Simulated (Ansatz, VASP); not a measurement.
# SnO2 in VASP and in Ansatz

```
Sn O
1.0
     3.56320    0.00000    0.00000
     0.00000    3.56320    0.00000
     0.00000    0.00000    2.85110
Sn O
1 2
Direct
  0.00000 0.00000 0.50000
  0.50000 0.00000 0.00000
  0.00000 0.50000 0.00000
```

Alike in both runs: functional PBE; k mesh 6 × 6 × 6; occupations gaussian, width 0.1 eV; no spin polarisation.

Ansatz relaxed the structure, and its values are those at the end. VASP's run is a single point on that final structure, the one shown.

```csv
,VASP,Ansatz
version,VASP 6.6.1,Ansatz 0.2.0
potentials or method,"VASP PAW PBE potentials, release 64 (Sn_d, O), cutoff 520 eV","scalar-relativistic, plane waves, PAW"
valence electrons in the cell,26,26
```

```tsv
	VASP	Ansatz	Ansatz less VASP
gap on the k mesh at the Fermi level (eV)	none	none	-
pressure (GPa)	0.4	0.0	-0.37
```

A gap of «none» marks a metal or a gap that the smearing closes.

The k mesh is coarse, so the values compare programs but aren't converged.
